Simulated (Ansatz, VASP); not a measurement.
**TePb in VASP and in Ansatz**

File POSCAR:

```
TePb
1.0
    3.9069815699      0.0000000000      0.0000000000
    0.0000000000      3.9069815699      0.0000000000
    0.0000000000      0.0000000000      3.9069815699
Te Pb
1 1
Direct
    0.5000000000      0.5000000000      0.5000000000
    0.0000000000      0.0000000000      0.0000000000
```

The input INCAR.step1:

```
SYSTEM = TePb
  PREC = Accurate
  ENCUT = 520
  ISMEAR = 0
  SIGMA = 0.05
  LREAL = .False.
  LASPH = .True.
  NELM = 80
  NBANDS = 17
  GGA = PE
  ALGO = Normal
  EDIFF = 1E-4
  LWAVE = .True.
  LCHARG = .False.
```

Contents of INCAR.step2:

```
SYSTEM = TePb
  PREC = Accurate
  ENCUT = 520
  EDIFF = 1E-7
  ISMEAR = 0
  SIGMA = 0.05
  LREAL = .False.
  LASPH = .True.
  NELM = 80
  ALGO = Normal
  ISIF = 2
  LWAVE = .False.
  LCHARG = .False.
  METAGGA = R2SCAN
  LMIXTAU = .True.
  IVDW = 12
  VDW_S6 = 1.0
  VDW_S8 = 0.78981345
  VDW_A1 = 0.49484001
  VDW_A2 = 5.73083694
  NBANDS = 17
  ISTART = 1
```

Contents of KPOINTS:

```
regular mesh
0
Gamma
  10 10 10
  0 0 0
```

Input for Ansatz:

```yaml
crystal:
  lattice:
    - [3.9069815699, 0.0, 0.0]
    - [0.0, 3.9069815699, 0.0]
    - [0.0, 0.0, 3.9069815699]
  atoms:
    - { symbol: Te, position: [0.5, 0.5, 0.5] }
    - { symbol: Pb, position: [0.0, 0.0, 0.0] }
basis:
  ecutwfc: 500
  ecutrho_ratio: 4
kpoints:
  mp_grid: { grid: [10, 10, 10] }
hamiltonian:
  xc: r2scan
  dispersion: d3bj
scf:
  occupations: { method: gaussian, width: 0.05 }
output:
  forces: true
  stress: true
  eigenvalues: true
```

Alike in both runs: task single point; functional r2SCAN; dispersion D3(BJ); k mesh 10 × 10 × 10; occupations gaussian, width 0.05 eV; no spin polarisation.

|  | VASP | Ansatz |
| --- | --- | --- |
| version | VASP 6.6.1 | Ansatz 0.2.0 |
| potentials or method | VASP PAW PBE potentials, release 64 (Te, Pb_d), cutoff 520 eV | scalar-relativistic, plane waves, PAW |
| valence electrons in the cell | 20 | 30 |

|  | VASP | Ansatz | Ansatz less VASP |
| --- | --- | --- | --- |
| gap on the k mesh at the Fermi level (eV) | none | none | - |
| pressure (GPa) | 1.8 | 1.8 | -0.02 |

VASP's potentials were made for PBE, not for r2SCAN. A gap of «none» marks a metal or a gap that the smearing closes. VASP's potentials hold 20 valence electrons a cell and Ansatz's 30, so a difference there can come from the potentials and not from the codes. Ansatz's warnings: dispersion damping borrowed.

Spin-orbit coupling is off throughout.
